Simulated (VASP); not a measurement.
# Tl (I4_1/amd) in VASP: single point with r2SCAN

Aim: the single point of Tl with r2SCAN.

Everything below comes from runs of VASP 6.6.1. Logs are shortened: lines on timing, memory, paths and dates and some standing lists are left out, and cuts for length are marked.

## (1) The cell of the first run

Symmetry: I4_1/amd, No. 141, tetragonal system. Conventional cell: a = 6.198 Å, b = 6.198 Å, c = 3.288 Å, α = 90.00°, β = 90.00°, γ = 90.00°. Within 4.2 Å of Tl (site symmetry -4m2) lie 10 Tl at 3.21 to 3.96 Å.

## (2) Single point, r2SCAN

The input, POSCAR:

```
Tl
1.0
   -3.0991356280      3.0991356280      1.6438157036
    3.0991356280     -3.0991356280      1.6438157036
    3.0991356280      3.0991356280     -1.6438157036
Tl
2
Direct
    0.0000000000      0.0000000000      0.0000000000
    0.7500000000      0.2500000000      0.5000000000
```

The input, INCAR.step1:

```
PREC = Accurate
ENCUT = 520
ISMEAR = 0
SIGMA = 0.1
LREAL = False
LASPH = True
NELM = 80
NBANDS = 20
GGA = PE
ALGO = Normal
EDIFF = 1E-4
LWAVE = True
LCHARG = False
```

The input, INCAR.step2:

```
PREC = Accurate
ENCUT = 520
EDIFF = 1E-7
ISMEAR = 0
SIGMA = 0.1
LREAL = False
LASPH = True
NELM = 80
ALGO = Normal
ISIF = 2
LWAVE = False
LCHARG = True
METAGGA = R2SCAN
LMIXTAU = True
LELF = True
LVHAR = True
NBANDS = 20
ISTART = 1
```

The input, KPOINTS:

```
regular mesh
0
Gamma
  18 18 18
```

Potentials or basis: VASP PAW PBE potentials, release 64 (Tl_d).

Launch:

```bash
cat potpaw_PBE.64/Tl_d/POTCAR > POTCAR
cp INCAR.step1 INCAR
mpirun -np 1 vasp_std > vasp.out
cp INCAR.step2 INCAR
mpirun -np 1 vasp_std > vasp.out
```

OUTCAR:

```text
PREC = Accurate
   ENCUT = 520
   EDIFF = 1E-7
   ISMEAR = 0
   LREAL = False
   LASPH = True
   NELM = 80
   ISIF = 2
   METAGGA = R2SCAN
   ISTART = 1

 ion  position               nearest neighbor table
   1  0.000  0.000  0.000-   2 3.21   2 3.21   2 3.21   2 3.21   2 3.96   2 3.96   2 3.96   2 3.96

   2  0.750  0.250  0.500-   1 3.21   1 3.21   1 3.21   1 3.21   1 3.96   1 3.96   1 3.96   1 3.96

  LATTYP: Found a body centered tetragonal cell.
 ALAT       =     6.1982712560
 C/A-ratio  =     0.5304110245

  Lattice vectors:

 A1 = (  -3.0991356280,   3.0991356280,   1.6438157036)
 A2 = (   3.0991356280,  -3.0991356280,   1.6438157036)
 A3 = (   3.0991356280,   3.0991356280,  -1.6438157036)

Analysis of symmetry for initial positions (statically):
=====================================================================
 Subroutine PRICEL returns:
 Original cell was already a primitive cell.

 Routine SETGRP: Setting up the symmetry group for a
 body centered tetragonal supercell.

 Subroutine GETGRP returns: Found 16 space group operations
 (whereof  8 operations were pure point group operations)
 out of a pool of 16 trial point group operations.

The static configuration has the point symmetry D_2d.
 The point group associated with its full space group is D_4h.

Analysis of symmetry for dynamics (positions and initial velocities):
=====================================================================
 Subroutine PRICEL returns:
 Original cell was already a primitive cell.

 Routine SETGRP: Setting up the symmetry group for a
 body centered tetragonal supercell.

 Subroutine GETGRP returns: Found 16 space group operations
 (whereof  8 operations were pure point group operations)
 out of a pool of 16 trial point group operations.

The dynamic configuration has the point symmetry D_2d.
 The point group associated with its full space group is D_4h.

 Subroutine INISYM returns: Found 16 space group operations
 (whereof  8 operations are pure point group operations),
 and found     1 'primitive' translations

----------------------------------------------------------------------------------------

                                     Primitive cell

  volume of cell :      63.1530

  direct lattice vectors                    reciprocal lattice vectors
    -3.099135628  3.099135628  1.643815704     0.000000000  0.161335308  0.304170351
     3.099135628 -3.099135628  1.643815704     0.161335308  0.000000000  0.304170351
     3.099135628  3.099135628 -1.643815704     0.161335308  0.161335308  0.000000000

  length of vectors
     4.680962866  4.680962866  4.680962866     0.344308995  0.344308995  0.228162580

  position of ions in fractional coordinates (direct lattice)
     0.000000000  0.000000000  0.000000000
     0.750000000  0.250000000  0.500000000

  ion indices of the primitive-cell ions
   primitive index   ion index
                 1           1
                 2           2

----------------------------------------------------------------------------------------

 KPOINTS: regular mesh

Automatic generation of k-mesh.
 Grid dimensions read from file:
 generate k-points for:   18   18   18

 Generating k-lattice:

  Cartesian coordinates                     Fractional coordinates (reciprocal lattice)
     0.000000000  0.008963073  0.016898353     0.055555556 -0.000000000  0.000000000
     0.008963073  0.000000000  0.016898353    -0.000000000  0.055555556  0.000000000
     0.008963073  0.008963073  0.000000000     0.000000000  0.000000000  0.055555556

  Length of vectors
     0.019128278  0.019128278  0.012675699

  Shift w.r.t. Gamma in fractional coordinates (k-lattice)
     0.000000000  0.000000000  0.000000000

 Subroutine IBZKPT returns following result:
 ===========================================

 Found    480 irreducible k-points:

 Following reciprocal coordinates:
            Coordinates               Weight
  0.000000  0.000000  0.000000      1.000000
  0.055556 -0.000000  0.000000      8.000000
  0.111111 -0.000000  0.000000      8.000000
  0.166667  0.000000 -0.000000      8.000000
  0.222222  0.000000 -0.000000      8.000000
  0.277778  0.000000  0.000000      8.000000
[... 16 lines left out ...]
 -0.277778  0.055556 -0.000000     16.000000
 -0.222222  0.055556  0.000000     16.000000
 [... further k-points ...]
   k-points           NKPTS =    480   k-points in BZ     NKDIM =    480   number of bands    NBANDS=     20
   number of dos      NEDOS =    301   number of ions     NIONS =      2
   total plane-waves  NPLWV =  46656
   dimension x,y,z NGX =    36 NGY =   36 NGZ =   36
   dimension x,y,z NGXF=    72 NGYF=   72 NGZF=   72
   ions per type =               2
   NGX,Y,Z   is equivalent  to a cutoff of  12.79, 12.79, 12.79 a.u.
   NGXF,Y,Z  is equivalent  to a cutoff of  25.57, 25.57, 25.57 a.u.
 SYSTEM =  unknown system
   PREC   = accura    normal or accurate (medium, high low for compatibility)
   ISTART =      1    job   : 0-new  1-cont  2-samecut
   ICHARG =      0    charge: 1-file 2-atom 10-const
   ISPIN  =      1    spin polarized calculation?
   LNONCOLLINEAR =      F non collinear calculations
   LSORBIT =      F    spin-orbit coupling
   LASPH  =      T    aspherical Exc in radial PAW
   ENCUT  =  520.0 eV  38.22 Ry    6.18 a.u.   8.70  8.70  8.70*2*pi/ulx,y,z
   NELM   =     80;   NELMIN=  2; NELMDL=  0     # of ELM steps
   EDIFF  = 0.1E-06   stopping-criterion for ELM
   LREAL  =      F    real-space projection
   EDIFFG = 0.1E-05   stopping-criterion for IOM
   NSW    =      0    number of steps for IOM
   IBRION =     -1    ionic relax: 0-MD 1-quasi-New 2-CG
   NFREE  =      0    steps in history (QN), initial steepest desc. (CG)
   ISIF   =      2    stress and relaxation
   ISYM   =      2    0-nonsym 1-usesym 2-fastsym
   POTIM  = 0.5000    time-step for ionic-motion
   TEBEG  =    0.0;   TEEND  =   0.0 temperature during run
   PSTRESS=    0.0 pullay stress
   NELECT =      26.0000    total number of electrons
   NUPDOWN=      -1.0000    fix difference up-down
   EMIN   =  10.00;   EMAX   =-10.00  energy-range for DOS
   EFERMI =   0.00;   METHOD = LEGACY
   ISMEAR =     0;   SIGMA  =   0.10  broadening in eV -4-tet -1-fermi 0-gaus
   EFERMI_NEDOS =   21; number of points for ismear=-14 and -15
   IALGO  =     38    algorithm
   IMIX   =      4    mixing-type and parameters
     AMIX     =   0.40;   BMIX     =  1.00
     AMIX_MAG =   1.60;   BMIX_MAG =  1.00
  volume/ion in A,a.u.               =      31.58       213.09
  Fermi-wavevector in a.u.,A,eV,Ry     =   1.217871  2.301442 20.180285  1.483209
  Thomas-Fermi vector in A             =   2.353176
   LORBIT       =      0    0 simple, 1 ext, 2 COOP (PROOUT), +10 PAW based schemes
   METAGGA = R2SCAN    functional components
   LHFCALC =     F    Hartree Fock is set to
   AEXX    =    0.0000 exact exchange contribution
   IVDW    =     0    specifies the selected vdW correction
   LEPSILON=     F    determine dielectric tensor
   LRPA    =     F    only Hartree local field effects (RPA)
 non-spin polarized calculation
 Gauss-broadening in eV      SIGMA  =   0.10
  energy-cutoff  :      520.00
  volume of cell :       63.15
 maximum number of plane-waves:      1726
   NGX = 17   NGY = 17   NGZ = 17

 number of electron      25.9999995 magnetization

 Free energy of the ion-electron system (eV)
  ---------------------------------------------------
  ext. energy  EPLUGINS =         0.00000000
  ---------------------------------------------------
  free energy    TOTEN  =      -106.18949069 eV

  energy without entropy =     -106.18322990  energy(sigma->0) =     -106.18636030

 E-fermi :   5.7063     XC(G=0): -10.2503

 val. band max:        5.7043927077   @ k =  -0.3889   0.1667   0.0000
 cond. band min:       5.7079688200   @ k =  -0.3889  -0.3889   0.1111
 fundamental gap:      0.0035761123
 Fermi energy:         5.7062956382

 k-point     1 :       0.0000    0.0000    0.0000
  band No.  band energies     occupation
      1      -7.0506      2.00000
      2      -6.8766      2.00000
      3      -6.8509      2.00000
      4      -6.8372      2.00000
      5      -6.3107      2.00000
      6      -6.3107      2.00000
[... 12 lines left out ...]
     19      14.8761      0.00000
     20      16.9342      0.00000

 k-point     2 :       0.0556   -0.0000    0.0000
  band No.  band energies     occupation
      1      -7.0465      2.00000
      2      -6.8595      2.00000
      3      -6.8438      2.00000
      4      -6.8125      2.00000
      5      -6.3330      2.00000
      6      -6.3321      2.00000
[... 12 lines left out ...]
     19      14.2664      0.00000
     20      17.1546      0.00000

 k-point     3 :       0.1111   -0.0000    0.0000
  band No.  band energies     occupation
      1      -7.0329      2.00000
      2      -6.8233      2.00000
      3      -6.8124      2.00000
      4      -6.7444      2.00000
      5      -6.3776      2.00000
      6      -6.3689      2.00000
[... 12 lines left out ...]
     19      13.3322      0.00000
     20      16.2914      0.00000

 k-point     4 :       0.1667    0.0000   -0.0000
  band No.  band energies     occupation
      1      -7.0100      2.00000
      2      -6.7917      2.00000
      3      -6.7479      2.00000
      4      -6.6492      2.00000
      5      -6.4345      2.00000
      6      -6.4007      2.00000
[... 12 lines left out ...]
     19      13.2539      0.00000
     20      15.6293      0.00000

 k-point     5 :       0.2222    0.0000   -0.0000
  band No.  band energies     occupation
      1      -6.9810      2.00000
      2      -6.7540      2.00000
      3      -6.6913      2.00000
      4      -6.5642      2.00000
      5      -6.4954      2.00000
      6      -6.4013      2.00000
[... 12 lines left out ...]
     19      12.8715      0.00000
     20      15.0265      0.00000
[... 353 lines left out ...]
      6      -6.4394      2.00000
[... 12 lines left out ...]
     19      14.2765      0.00000
     20      14.6458      0.00000

 k-point    22 :      -0.3333    0.0556    0.0000
  band No.  band energies     occupation
      1      -6.9325      2.00000
      2      -6.7032      2.00000
      3      -6.6778      2.00000
      4      -6.5906      2.00000
      5      -6.5296      2.00000
      6      -6.4056      2.00000
[... 12 lines left out ...]
     19      13.4735      0.00000
     20      14.9138      0.00000

 k-point    23 :      -0.2778    0.0556   -0.0000
  band No.  band energies     occupation
      1      -6.9612      2.00000
      2      -6.7329      2.00000
      3      -6.7017      2.00000
      4      -6.5905      2.00000
      5      -6.4847      2.00000
      6      -6.3808      2.00000
[... 12 lines left out ...]
     19      13.0706      0.00000
     20      15.3470      0.00000

 k-point    24 :      -0.2222    0.0556    0.0000
  band No.  band energies     occupation
      1      -6.9913      2.00000
      2      -6.7716      2.00000
      3      -6.7546      2.00000
      4      -6.6640      2.00000
      5      -6.4287      2.00000
      6      -6.3801      2.00000
[... 12 lines left out ...]
     19      13.3007      0.00000
     20      15.6397      0.00000

 [... further k-points ...]
[... 5 lines left out ...]
  --------------------------------------------------------------------------------------
  -------------------------------------------------------------------------------------
  Total       -0.0035377     -0.0035377     -0.0164383      0.0000000     -0.0000000      0.0000000
  in kB       -0.0897509     -0.0897509     -0.4170368      0.0000000     -0.0000000      0.0000000
  external PRESSURE =      -0.1988462 kB  Pullay stress =       0.0000000 kB

 VOLUME and BASIS-vectors are now :
 -----------------------------------------------------------------------------
  energy-cutoff  :      520.00
  volume of cell :       63.15
      direct lattice vectors                 reciprocal lattice vectors
    -3.099135628  3.099135628  1.643815704     0.000000000  0.161335308  0.304170351
     3.099135628 -3.099135628  1.643815704     0.161335308  0.000000000  0.304170351
     3.099135628  3.099135628 -1.643815704     0.161335308  0.161335308  0.000000000

 POSITION                                       TOTAL-FORCE (eV/Angst)
 -----------------------------------------------------------------------------------
      0.00000      0.00000      0.00000         0.000000     -0.000000     -0.000000
     -0.00000      3.09914      0.82191        -0.000000      0.000000      0.000000
 -----------------------------------------------------------------------------------
    total drift:                               -0.000000      0.000000     -0.000000

  FREE ENERGIE OF THE ION-ELECTRON SYSTEM (eV)
  ---------------------------------------------------
  free  energy   TOTEN  =      -106.1894906906 eV

  energy  without entropy=     -106.1832299024  energy(sigma->0) =     -106.18636030
```

Wall time 28 min (1 thread of AMD EPYC 9R45 (Zen 5), shared host); peak memory 0.56 GiB.

Results:

```
Free energy            : -106.1895 eV
Pressure               : 0.0 GPa
Band gap on the k mesh : zero (bands 13 and 14 overlap by 5.69 eV)
```

Caveat: the PAW data sets were made with another functional, which shifts forces and pressure a little; spin-orbit coupling is left out, which moves the levels of the heavy elements.
